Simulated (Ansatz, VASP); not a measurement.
## Two plane-wave programs on Rb

File INCAR:

```
SYSTEM = Rb
PREC = Accurate ; ENCUT = 600
EDIFF = 1E-6 ; ISMEAR = 0
SIGMA = 0.1 ; LREAL = .FALSE.
LASPH = .TRUE. ; NELM = 60
ALGO = Fast ; ISIF = 3
LWAVE = .FALSE. ; LCHARG = .FALSE.
GGA = PS ; IBRION = 2
NSW = 100 ; EDIFFG = -0.002
```

File KPOINTS:

```
regular mesh
0
G
  10 10 10
  0 0 0
```

Contents of POSCAR:

```
Rb
1.0
   -2.8025000000      2.8025000000      2.8025000000
    2.8025000000     -2.8025000000      2.8025000000
    2.8025000000      2.8025000000     -2.8025000000
Rb
1
Direct
    0.0000000000      0.0000000000      0.0000000000
```

Input for Ansatz:

```yaml
crystal:
  lattice:
    - [-2.8025, 2.8025, 2.8025]
    - [2.8025, -2.8025, 2.8025]
    - [2.8025, 2.8025, -2.8025]
  atoms:
    - { symbol: Rb, position: [0.0, 0.0, 0.0] }
basis:
  ecutwfc: 420
kpoints:
  mp_grid: { grid: [10, 10, 10] }
hamiltonian:
  xc: pbesol
  pseudopotentials: { kind: paw }
scf:
  occupations: { method: gaussian, width: 0.1 }
output:
  forces: true
  stress: true
  eigenvalues: true
relax:
  adjacent_minimum: "off"
  f_tol: 0.002
  max_steps: 80
  cell: { stress_tol: 0.02 }
```

Alike in both runs: task relaxation of cell and atoms; functional PBEsol; k mesh 10 × 10 × 10; occupations gaussian, width 0.1 eV; no spin polarisation.

|  | VASP | Ansatz |
| --- | --- | --- |
| version | VASP 6.6.1 | Ansatz 0.2.0 |
| potentials or method | VASP PAW PBE potentials, release 64 (Rb_sv), cutoff 600 eV | scalar-relativistic, plane waves, PAW |
| valence electrons in the cell | 9 | 9 |

```csv
,VASP,Ansatz,Ansatz less VASP
"gap on the k mesh at the Fermi level, each at its own relaxed structure (eV)",none,none,-
relaxed volume (Å³/atom),86.44,86.51,+0.067
relaxed length of the cell vector where the two differ most in proportion (Å),4.824,4.826,+0.0012
```

VASP's potentials were made for PBE, not for PBEsol. A gap of «none» marks a metal or a gap that the smearing closes.
